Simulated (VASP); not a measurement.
LiBr, 2 atoms in the cell. Symmetry: Fm-3m, No. 225, cubic system. The conventional cell has a = 5.511 Å, b = 5.511 Å, c = 5.511 Å, α = 90.00°, β = 90.00°, γ = 90.00°. Within 3.6 Å of Li (site symmetry m-3m) lie 6 Br at 2.76 Å. Br (site symmetry m-3m) has 6 Li at 2.76 Å within 3.6 Å. 

```yaml
Program: VASP 6.6.1
Task: single point
Functional: PBE
Potentials_or_basis: VASP PAW PBE potentials, release 64 (Li_sv, Br)
Cutoff: 750 eV
k_mesh: 8 × 8 × 8
Occupations: fermi-dirac, width 0.02 eV
Spin: no spin polarisation
Dipole_correction: no
Further_INCAR_settings: ALGO = Normal; EDIFF = 1e-06; NBANDS = 12
```

Potentials or basis: VASP PAW PBE potentials, release 64 (Li_sv, Br).

The run is started by

```sh
$ cat potpaw_PBE.64/Li_sv/POTCAR potpaw_PBE.64/Br/POTCAR > POTCAR
$ mpirun -np 1 vasp_std > vasp.out
```

Hardware: 1 thread of AMD EPYC 9R45 (Zen 5), with other jobs on the host.

How long does it take, and how much memory?

Run time: 12 s on 1 thread of AMD EPYC 9R45 (Zen 5), with other jobs on the host, peak memory 0.17 GiB. Counts: scf iterations 12, k points 29.
